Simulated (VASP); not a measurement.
# Ni: relaxation of cell and atoms with LDA

The system is Ni.

```
Ni
1.0
     2.44802    0.00000    0.00000
    -1.22401    2.12005    0.00000
     0.00000    0.00000    4.07281
Ni
2
Direct
  0.33333 0.66667 0.25000
  0.66667 0.33333 0.75000
```

This isn't the form of Ni at room conditions, which is fcc.

```
Program                : VASP 6.6.1
Task                   : relaxation of cell and atoms
Functional             : LDA
Potentials or basis    : VASP PAW LDA potentials, release 64 (Ni)
Cutoff                 : 600 eV
k mesh                 : 15 × 15 × 8
Occupations            : fermi-dirac, width 0.1 eV
Spin                   : collinear spin, antiferromagnetic start
Starting moments       : [1.0, -1.0] μB
Dipole correction      : no
Further INCAR settings : ALGO = Normal; EDIFF = 1e-07; IBRION = 2; EDIFFG = -0.01; NSW = 80; ISIF = 3
```

```yaml
Relaxed_volume: 10.03 Å³/atom
Relaxed_cell: a = 2.415 Å, b = 2.415 Å, c = 3.973 Å, α = 90.00°, β = 90.00°, γ = 120.00°
Space_group_after_relaxing_to_0.1_Å: P6_3/mmc (No. 194)
Energy_gained_by_relaxing: 20.6 meV/atom
Ionic_steps: 7
Pressure_after_relaxing: 0.1 GPa
Band_gap_on_the_k_mesh: zero (filled and empty bands overlap)
Net_moment: 0.00 μB per cell
Valence_electrons_inside_the_program's_atomic_spheres: Ni 9.48
```

Step by step:
```csv
step,energy change (eV),largest force (eV/Å),pressure (GPa),volume (Å³)
1,0.0000,0.0000,-11.44,21.14
2,0.0181,0.0000,17.38,18.91
3,-0.0407,0.0000,-0.05,20.08
4,-0.0407,0.0000,0.20,20.06
5,-0.0412,0.0000,0.14,20.06
6,-0.0413,0.0000,0.10,20.06
7,-0.0413,0.0000,0.13,20.06
```

Final structure:
```
CELL_PARAMETERS angstrom
2.41482 0.00000 0.00000
-1.20741 2.09130 0.00000
0.00000 0.00000 3.97265
ATOMIC_POSITIONS crystal
Ni 0.33333 0.66667 0.25000
Ni 0.66667 0.33333 0.75000
```

Levels at points of the mesh, in eV from the Fermi level:
Spin up:
| k point | band 8 | band 9 | band 10 | band 11 | band 12 | band 13 |
| --- | --- | --- | --- | --- | --- | --- |
| (0.00, 0.00, 0.00) | -1.26 | -1.26 | -0.37 | -0.18 | -0.18 | 6.51 |
| (0.00, 0.00, 0.50) | -2.11 | -0.51 | -0.51 | -0.51 | -0.51 | 15.30 |
Spin down:
```tsv
k point	band 7	band 8	band 9	band 10	band 11	band 12	band 13	band 14
(0.00, 0.00, 0.00)	-1.75	-1.26	-1.26	-0.37	-0.18	-0.18	6.51	23.54
(0.00, 0.00, 0.50)	-2.11	-2.11	-0.51	-0.51	-0.51	-0.51	15.30	15.30
```

Run time: 2.6 min on 1 thread of Intel(R) Xeon(R) 6975P-C (Granite Rapids) (shared host), peak memory 0.19 GiB.

Caveat: the moments typed at the start vanished in this run.
